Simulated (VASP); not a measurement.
Here is a VASP 6.6.1 calculation.

The input INCAR:

```
SYSTEM = Si
ALGO = Normal
DIPOL = 0.5 0.5 0.373
EDIFF = 1E-7
ENCUT = 520
GGA = PE
IDIPOL = 3
ISIF = 2
ISMEAR = 0
IVDW = 12
LASPH = .TRUE.
LCHARG = .FALSE.
LDIPOL = .TRUE.
LREAL = .FALSE.
LWAVE = .FALSE.
NBANDS = 16
NELM = 60
PREC = Accurate
SIGMA = 0.1
```

File KPOINTS:

```
k-points
0
G
  9 9 1
  0 0 0
```

File POSCAR:

```
Si
1.0
    3.8475254764      0.0000000000      0.0000000000
   -1.9237627382      3.3320548043      0.0000000000
    0.0000000000      0.0000000000     18.4415958250
Si
4
Direct
    0.3333333333      0.6666666667      0.2695427207
    0.6666666667      0.3333333333      0.2440135899
    0.8333333333      1.0000000000      0.5011277718
    0.5000000000      1.3333333333      0.4755986410
```

Potentials or basis: VASP PAW PBE potentials, release 64 (Si).

The run is started by

```sh
$ cat potpaw_PBE.64/Si/POTCAR > POTCAR
$ mpirun -np 1 vasp_std > vasp.out
```

Problem. Predict the dispersion energy per atom.

Solution. -0.248 eV.

Problem. What does it give for the largest force?

Solution. 0.196 eV/Å.

Problem. What does it give for the band gap on the k mesh?

Solution. 0.28 eV.

Forces in eV/Å, atoms in the order of the input:
```
Si  -0.003 -0.001  0.161
Si   0.000  0.000  0.060
Si   0.003 -0.004 -0.026
Si   0.000  0.005 -0.196
```

Caveat: the cell differs from its parent crystal (layers slid over each other).
